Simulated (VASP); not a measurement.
# TiO2 (I4/m) in VASP: notebook

The runs below take TiO2 through single point, with r2SCAN+D3(BJ), r2SCAN.

All numbers are computed with VASP 6.6.1; they aren't measurements. Logs are shortened: lines on timing, memory, paths and dates and some standing lists are left out, and cuts for length are marked.

### Step 1. The cell of the first run

Symmetry: I4/m, No. 87, tetragonal system. Conventional cell: a = 8.673 Å, b = 8.673 Å, c = 3.757 Å, α = 90.00°, β = 90.00°, γ = 90.00°. Ti (site symmetry m) has 6 O at 1.79 to 2.25 Å within 2.4 Å. Within 2.7 Å of O (site symmetry m) lie 4 Ti at 1.94 to 2.25 Å and 5 O at 2.62 to 2.64 Å. O (site symmetry m) has 2 Ti at 1.79 to 1.80 Å within 2.4 Å.

### Step 2. Single point, r2SCAN+D3(BJ)

POSCAR reads:

```
TiO2
1.0
   -4.3365900661      4.3365900661      1.8784448893
    4.3365900661     -4.3365900661      1.8784448893
    4.3365900661      4.3365900661     -1.8784448893
Ti O
4 8
Direct
    0.2914200859      0.9984927119      0.2899127978
    0.0015072881      0.2914200859      0.2929273740
    0.9984927119      0.7085799141      0.7070726260
    0.7085799141      0.0015072881      0.7100872022
    0.4995338429      0.8487884827      0.3483223255
    0.1609412983      0.1600040988      0.3209453970
    0.1512115173      0.4995338429      0.6507453602
    0.1600040988      0.8390587017      0.9990628005
    0.8399959012      0.1609412983      0.0009371995
    0.8487884827      0.5004661571      0.3492546398
    0.8390587017      0.8399959012      0.6790546030
    0.5004661571      0.1512115173      0.6516776745
```

INCAR.step1 reads:

```
PREC = Accurate
ENCUT = 520
ISMEAR = -1
SIGMA = 0.05
LREAL = F
LASPH = T
NELM = 80
NBANDS = 60
GGA = PE
ALGO = Normal
EDIFF = 1E-4
LWAVE = T
LCHARG = F
```

INCAR.step2 reads:

```
PREC = Accurate
ENCUT = 520
EDIFF = 1E-6
ISMEAR = -1
SIGMA = 0.05
LREAL = F
LASPH = T
NELM = 80
ALGO = Normal
ISIF = 2
LWAVE = F
LCHARG = T
METAGGA = R2SCAN
LMIXTAU = T
IVDW = 12
VDW_S6 = 1.0
VDW_S8 = 0.78981345
VDW_A1 = 0.49484001
VDW_A2 = 5.73083694
LELF = T
LVHAR = T
NBANDS = 60
ISTART = 1
```

KPOINTS reads:

```
regular mesh
0
Gamma
  8 8 8
```

Potentials or basis: VASP PAW PBE potentials, release 64 (Ti_sv, O).

Command:

```sh
$ cat potpaw_PBE.64/Ti_sv/POTCAR potpaw_PBE.64/O/POTCAR > POTCAR
$ cp INCAR.step1 INCAR
$ mpirun -np 1 vasp_std > vasp.out
$ cp INCAR.step2 INCAR
$ mpirun -np 1 vasp_std > vasp.out
```

OUTCAR:

```text
PREC = Accurate
   ENCUT = 520
   EDIFF = 1E-6
   ISMEAR = -1
   LREAL = F
   LASPH = T
   NELM = 80
   ISIF = 2
   METAGGA = R2SCAN
   IVDW = 12
   ISTART = 1
 IVDW          = 12

 ion  position               nearest neighbor table
   1  0.291  0.998  0.290-   8 1.79   6 1.80  10 1.94  10 1.94   5 2.22  12 2.25
   2  0.002  0.291  0.293-   6 1.79   9 1.80   5 1.94   5 1.94   7 2.22  10 2.25
   3  0.998  0.709  0.707-  11 1.79   8 1.80  12 1.94  12 1.94  10 2.22   7 2.25
   4  0.709  0.002  0.710-   9 1.79  11 1.80   7 1.94   7 1.94  12 2.22   5 2.25
   5  0.500  0.849  0.348-   2 1.94   2 1.94   1 2.22   4 2.25
   6  0.161  0.160  0.321-   2 1.79   1 1.80
   7  0.151  0.500  0.651-   4 1.94   4 1.94   2 2.22   3 2.25
   8  0.160  0.839  0.999-   1 1.79   3 1.80
   9  0.840  0.161  0.001-   4 1.79   2 1.80
  10  0.849  0.500  0.349-   1 1.94   1 1.94   3 2.22   2 2.25
  11  0.839  0.840  0.679-   3 1.79   4 1.80
  12  0.500  0.151  0.652-   3 1.94   3 1.94   4 2.22   1 2.25

  LATTYP: Found a body centered tetragonal cell.
 ALAT       =     8.6731801322
 C/A-ratio  =     0.4331617378

  Lattice vectors:

 A1 = (  -4.3365900661,   4.3365900661,   1.8784448893)
 A2 = (   4.3365900661,  -4.3365900661,   1.8784448893)
 A3 = (   4.3365900661,   4.3365900661,  -1.8784448893)

Analysis of symmetry for initial positions (statically):
=====================================================================
 Subroutine PRICEL returns:
 Original cell was already a primitive cell.

 Routine SETGRP: Setting up the symmetry group for a
 body centered tetragonal supercell.

 Subroutine GETGRP returns: Found  8 space group operations
 (whereof  8 operations were pure point group operations)
 out of a pool of 16 trial point group operations.

The static configuration has the point symmetry C_4h.

Analysis of symmetry for dynamics (positions and initial velocities):
=====================================================================
 Subroutine PRICEL returns:
 Original cell was already a primitive cell.

 Routine SETGRP: Setting up the symmetry group for a
 body centered tetragonal supercell.

 Subroutine GETGRP returns: Found  8 space group operations
 (whereof  8 operations were pure point group operations)
 out of a pool of 16 trial point group operations.

The dynamic configuration has the point symmetry C_4h.

 Subroutine INISYM returns: Found  8 space group operations
 (whereof  8 operations are pure point group operations),
 and found     1 'primitive' translations

----------------------------------------------------------------------------------------

                                     Primitive cell

  volume of cell :     141.3042

  direct lattice vectors                    reciprocal lattice vectors
    -4.336590066  4.336590066  1.878444889     0.000000000  0.115297963  0.266177625
     4.336590066 -4.336590066  1.878444889     0.115297963  0.000000000  0.266177625
     4.336590066  4.336590066 -1.878444889     0.115297963  0.115297963  0.000000000

  length of vectors
     6.414092454  6.414092454  6.414092454     0.290076108  0.290076108  0.163055943

  position of ions in fractional coordinates (direct lattice)
     0.291420086  0.998492712  0.289912798
     0.001507288  0.291420086  0.292927374
     0.998492712  0.708579914  0.707072626
     0.708579914  0.001507288  0.710087202
     0.499533843  0.848788483  0.348322325
     0.160941298  0.160004099  0.320945397
     0.151211517  0.499533843  0.650745360
     0.160004099  0.839058702  0.999062800
     0.839995901  0.160941298  0.000937200
     0.848788483  0.500466157  0.349254640
     0.839058702  0.839995901  0.679054603
     0.500466157  0.151211517  0.651677675

  ion indices of the primitive-cell ions
   primitive index   ion index
                 1           1
                 2           2
                 3           3
                 4           4
                 5           5
                 6           6
                 7           7
                 8           8
                 9           9
                10          10
                11          11
                12          12

----------------------------------------------------------------------------------------

 KPOINTS: regular mesh

Automatic generation of k-mesh.
 Grid dimensions read from file:
 generate k-points for:    8    8    8

 Generating k-lattice:

  Cartesian coordinates                     Fractional coordinates (reciprocal lattice)
     0.000000000  0.014412245  0.033272203     0.125000000  0.000000000  0.000000000
     0.014412245  0.000000000  0.033272203     0.000000000  0.125000000  0.000000000
     0.014412245  0.014412245  0.000000000     0.000000000  0.000000000  0.125000000

  Length of vectors
     0.036259514  0.036259514  0.020381993

  Shift w.r.t. Gamma in fractional coordinates (k-lattice)
     0.000000000  0.000000000  0.000000000

 Subroutine IBZKPT returns following result:
 ===========================================

 Found     78 irreducible k-points:

 Following reciprocal coordinates:
            Coordinates               Weight
  0.000000  0.000000  0.000000      1.000000
  0.125000  0.000000  0.000000      8.000000
  0.250000  0.000000  0.000000      8.000000
  0.375000  0.000000 -0.000000      8.000000
  0.500000  0.000000  0.000000      4.000000
  0.125000  0.125000  0.000000      8.000000
[... 16 lines left out ...]
 -0.375000  0.250000  0.000000      8.000000
 -0.250000  0.375000 -0.000000      8.000000
 [... further k-points ...]
   k-points           NKPTS =     78   k-points in BZ     NKDIM =     78   number of bands    NBANDS=     60
   number of dos      NEDOS =    301   number of ions     NIONS =     12
   total plane-waves  NPLWV = 110592
   dimension x,y,z NGX =    48 NGY =   48 NGZ =   48
   dimension x,y,z NGXF=    96 NGYF=   96 NGZF=   96
   ions per type =               4   8
   NGX,Y,Z   is equivalent  to a cutoff of  12.44, 12.44, 12.44 a.u.
   NGXF,Y,Z  is equivalent  to a cutoff of  24.88, 24.88, 24.88 a.u.
 SYSTEM =  unknown system
   PREC   = accura    normal or accurate (medium, high low for compatibility)
   ISTART =      1    job   : 0-new  1-cont  2-samecut
   ICHARG =      0    charge: 1-file 2-atom 10-const
   ISPIN  =      1    spin polarized calculation?
   LNONCOLLINEAR =      F non collinear calculations
   LSORBIT =      F    spin-orbit coupling
   LASPH  =      T    aspherical Exc in radial PAW
   ENCUT  =  520.0 eV  38.22 Ry    6.18 a.u.  11.93 11.93 11.93*2*pi/ulx,y,z
   NELM   =     80;   NELMIN=  2; NELMDL=  0     # of ELM steps
   EDIFF  = 0.1E-05   stopping-criterion for ELM
   LREAL  =      F    real-space projection
   EDIFFG = 0.1E-04   stopping-criterion for IOM
   NSW    =      0    number of steps for IOM
   IBRION =     -1    ionic relax: 0-MD 1-quasi-New 2-CG
   NFREE  =      0    steps in history (QN), initial steepest desc. (CG)
   ISIF   =      2    stress and relaxation
   ISYM   =      2    0-nonsym 1-usesym 2-fastsym
   POTIM  = 0.5000    time-step for ionic-motion
   TEBEG  =    0.0;   TEEND  =   0.0 temperature during run
   PSTRESS=    0.0 pullay stress
   NELECT =      96.0000    total number of electrons
   NUPDOWN=      -1.0000    fix difference up-down
   EMIN   =  10.00;   EMAX   =-10.00  energy-range for DOS
   EFERMI =   0.00;   METHOD = LEGACY
   ISMEAR =    -1;   SIGMA  =   0.05  broadening in eV -4-tet -1-fermi 0-gaus
   EFERMI_NEDOS =   21; number of points for ismear=-14 and -15
   IALGO  =     38    algorithm
   IMIX   =      4    mixing-type and parameters
     AMIX     =   0.40;   BMIX     =  1.00
     AMIX_MAG =   1.60;   BMIX_MAG =  1.00
  volume/ion in A,a.u.               =      11.78        79.46
  Fermi-wavevector in a.u.,A,eV,Ry     =   1.439175  2.719646 28.180710  2.071224
  Thomas-Fermi vector in A             =   2.558060
   LORBIT       =      0    0 simple, 1 ext, 2 COOP (PROOUT), +10 PAW based schemes
   METAGGA = R2SCAN    functional components
   LHFCALC =     F    Hartree Fock is set to
   AEXX    =    0.0000 exact exchange contribution
   IVDW    =    12    specifies the selected vdW correction
   LEPSILON=     F    determine dielectric tensor
   LRPA    =     F    only Hartree local field effects (RPA)
 non-spin polarized calculation
  energy-cutoff  :      520.00
  volume of cell :      141.30
 maximum number of plane-waves:      3830
   NGX = 23   NGY = 23   NGZ = 23

 number of electron      96.0000003 magnetization

 Free energy of the ion-electron system (eV)
  ---------------------------------------------------
  ext. energy  EPLUGINS =         0.00000000
  ---------------------------------------------------
  free energy    TOTEN  =      -139.12705301 eV

  energy without entropy =     -139.12705301  energy(sigma->0) =     -139.12705301

 E-fermi :   3.8561     XC(G=0): -11.1777

 val. band max:        2.7981624402   @ k =   0.5000   0.5000   0.5000
 cond. band min:       4.8887329058   @ k =   0.0000   0.0000   0.0000
 fundamental gap:      2.0905704655
 Fermi energy:         3.8561273406

 k-point     1 :       0.0000    0.0000    0.0000
  band No.  band energies     occupation
      1     -55.7000      2.00000
      2     -55.6797      2.00000
      3     -55.6797      2.00000
      4     -55.6625      2.00000
      5     -31.1052      2.00000
      6     -31.0798      2.00000
[... 52 lines left out ...]
     59       8.0225      0.00000
     60       8.1105      0.00000

 k-point     2 :       0.1250    0.0000    0.0000
  band No.  band energies     occupation
      1     -55.6982      2.00000
      2     -55.6793      2.00000
      3     -55.6793      2.00000
      4     -55.6635      2.00000
      5     -31.0986      2.00000
      6     -31.0784      2.00000
[... 1383 lines left out ...]
      4     -55.6653      2.00000
      5     -31.0877      2.00000
      6     -31.0739      2.00000
[... 52 lines left out ...]
     59       7.7615      0.00000
     60       7.9717      0.00000

 [... further k-points ...]

------------------------ aborting loop because EDIFF is reached ----------------------------------------

 Edisp (eV)   -1.23327

 E8    (eV) :    -0.3783

  FORCE on cell =-STRESS in cart. coord.  units (eV):
  Direction    XX          YY          ZZ          XY          YZ          ZX
  --------------------------------------------------------------------------------------
  -------------------------------------------------------------------------------------
  Total       1.01218     1.01218     0.94112    -0.00001     0.00000     0.00000
  in kB      11.47656    11.47656    10.67087    -0.00008     0.00000     0.00000
  external pressure =       11.21 kB  Pullay stress =        0.00 kB

 VOLUME and BASIS-vectors are now :
 -----------------------------------------------------------------------------
  energy-cutoff  :      520.00
  volume of cell :      141.30
      direct lattice vectors                 reciprocal lattice vectors
    -4.336590066  4.336590066  1.878444889     0.000000000  0.115297963  0.266177625
     4.336590066 -4.336590066  1.878444889     0.115297963  0.000000000  0.266177625
     4.336590066  4.336590066 -1.878444889     0.115297963  0.115297963  0.000000000

 POSITION                                       TOTAL-FORCE (eV/Angst)
 -----------------------------------------------------------------------------------
      4.32352     -1.80905      1.87844         0.006627      0.148954     -0.000000
      2.52754      0.01307     -0.00000         0.148954     -0.006627      0.000000
      1.80905      4.32352      1.87844        -0.148954      0.006627     -0.000000
      0.01307      6.14564      0.00000        -0.006627     -0.148954      0.000000
      3.02511     -0.00404      1.87844         0.015563      0.001135      0.000000
      1.38774      1.39587      0.00000         0.002377      0.013914      0.000000
      4.33255      1.31148      0.00000         0.001135     -0.015563      0.000000
      7.27731      1.38774      0.00000        -0.013914      0.002377     -0.000000
     -2.94072      2.94885      1.87844         0.013914     -0.002377      0.000000
      0.00404      3.02511      1.87844        -0.001135      0.015563     -0.000000
      2.94885      2.94072      1.87844        -0.002377     -0.013914      0.000000
      1.31148      4.34063     -0.00000        -0.015563     -0.001135     -0.000000
 -----------------------------------------------------------------------------------
    total drift:                                0.000000      0.000000     -0.000000

  FREE ENERGIE OF THE ION-ELECTRON SYSTEM (eV)
  ---------------------------------------------------
  free  energy   TOTEN  =      -140.3603252124 eV

  energy  without entropy=     -140.3603252124  energy(sigma->0) =     -140.36032521
```

Wall time 2 h (1 thread of Oxide Virtual Turin-like, shared host); peak memory 0.64 GiB.

Results:

```
Free energy                : -140.3603 eV
Pressure                   : 1.1 GPa
Largest force              : 0.149 eV/Å
Band gap on the k mesh     : 2.09 eV (least direct gap 2.81 eV)
Dispersion energy per atom : -0.103 eV
```

Forces on the atoms (eV/Å):
```
Ti   0.007  0.149  0.000
Ti   0.149 -0.007  0.000
Ti  -0.149  0.007  0.000
Ti  -0.007 -0.149  0.000
O    0.016  0.001  0.000
O    0.002  0.014  0.000
O    0.001 -0.016  0.000
O   -0.014  0.002  0.000
O    0.014 -0.002  0.000
O   -0.001  0.016  0.000
O   -0.002 -0.014  0.000
O   -0.016 -0.001  0.000
```

Stress tensor (GPa, compression positive):
```
1.15 0.00 0.00
0.00 1.15 0.00
0.00 0.00 1.07
```

Caveat: the PAW data sets were made with another functional, which shifts forces and pressure a little. A k mesh can miss the band edges.

(Continued in part 2 of 2.)
